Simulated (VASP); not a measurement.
Set up this calculation in VASP 6.6.1, as the native input.

| Quantity | Value |
| --- | --- |
| Task | relaxation of the atoms |
| Functional | PBE |
| Potentials or basis | VASP PAW PBE potentials, release 64 (Mg) |
| Cutoff | 520 eV |
| k mesh | 10 × 10 × 5 |
| Occupations | fermi-dirac, width 0.05 eV |
| Spin | no spin polarisation |
| Dipole correction | no |
| Further INCAR settings | ALGO = Normal; EDIFF = 1e-07; IBRION = 2; EDIFFG = -0.02; NSW = 80 |

The structure of Mg lies in POSCAR:

```
Mg
1.0
    3.2734860000      0.0000000000      0.0000000000
   -1.6367430000      2.7793353284      0.0000000000
    0.0000000000      0.0000000000      5.2103000000
Mg
2
Direct
    0.6666666667      0.3333333333      0.7500000000
    0.3333333333      0.6666666667      0.2500000000
```

The input as run:

INCAR

```
SYSTEM = Mg
PREC     = Accurate       ! precision mode
ENCUT    = 520            ! plane-wave cutoff, eV
EDIFF    = 1E-7           ! SCF threshold, eV
ISMEAR   = -1             ! smearing method
SIGMA    = 0.05           ! smearing width, eV
LREAL    = .False.        ! projectors in reciprocal space
LASPH    = .True.         ! aspherical terms in the spheres
NELM     = 100            ! most SCF steps
ALGO     = Normal         ! electronic algorithm
ISIF     = 2              ! what is computed and relaxed
LWAVE    = .False.        ! write WAVECAR
LCHARG   = .False.        ! write CHGCAR
GGA      = PE             ! functional
IBRION   = 2              ! ionic algorithm
NSW      = 80             ! ionic steps
EDIFFG   = -0.02          ! ionic threshold
```

KPOINTS

```
Automatic mesh
0
Gamma
  10 10 5
  0 0 0
```

Potentials or basis: VASP PAW PBE potentials, release 64 (Mg).

Launch:

```console
$ cat potpaw_PBE.64/Mg/POTCAR > POTCAR
$ mpirun -np 1 vasp_std > vasp.out
```

It gave:

The pressure after relaxing is -1.2 GPa. The largest force after relaxing is 0.015 eV/Å and the band gap on the k mesh is zero (bands 2 and 3 overlap by 1.90 eV).

Caveat: the relaxation stopped at its first step, so nothing moved.

It took 6.9 s on 1 thread of Intel(R) Xeon(R) 6975P-C (Granite Rapids) (shared host), peak memory 0.17 GiB.
